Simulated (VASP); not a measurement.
Input of a VASP 6.6.1 run:

The input INCAR:

```
SYSTEM = VH2
PREC = Accurate
ENCUT = 520
EDIFF = 1E-6
ISMEAR = -1
SIGMA = 0.05
LREAL = .FALSE.
LASPH = .TRUE.
NELM = 150
ALGO = Normal
ISIF = 2
LWAVE = .FALSE.
LCHARG = .FALSE.
ISPIN = 2
MAGMOM = 1.5 0 0
LORBIT = 11
LMAXMIX = 4
NBANDS = 18
```

KPOINTS

```
regular mesh
0
G
  11 11 11
  0 0 0
```

File POSCAR:

```
VH2
1.0
    0.0000000000      2.1355000000      2.1355000000
    2.1355000000      0.0000000000      2.1355000000
    2.1355000000      2.1355000000      0.0000000000
V H
1 2
Direct
    0.0450000000     -0.0150000000     -0.0150000000
    0.2050000000      0.2650000000      0.2650000000
    0.7500000000      0.7500000000      0.7500000000
```

Potentials or basis: VASP PAW LDA potentials, release 64 (V_sv, H).

Run with:

```console
$ cat potpaw_LDA.64/V_sv/POTCAR potpaw_LDA.64/H/POTCAR > POTCAR
$ mpirun -np 1 vasp_std > vasp.out
```

What does it give for the pressure?

-14.0 GPa.

What does it give for the net moment?

0.00 μB per cell.

Predict the largest force.

1.211 eV/Å.

Forces in eV/Å, atoms in the order of the input:
```
V    0.699 -0.699 -0.699
H   -0.378  0.378  0.378
H   -0.321  0.321  0.321
```

Caveat: the cell differs from its parent crystal (shortest bond scaled by 1.12); forces of over 1 eV/Å act on the atoms, so gaps and moduli don't describe the material at rest.
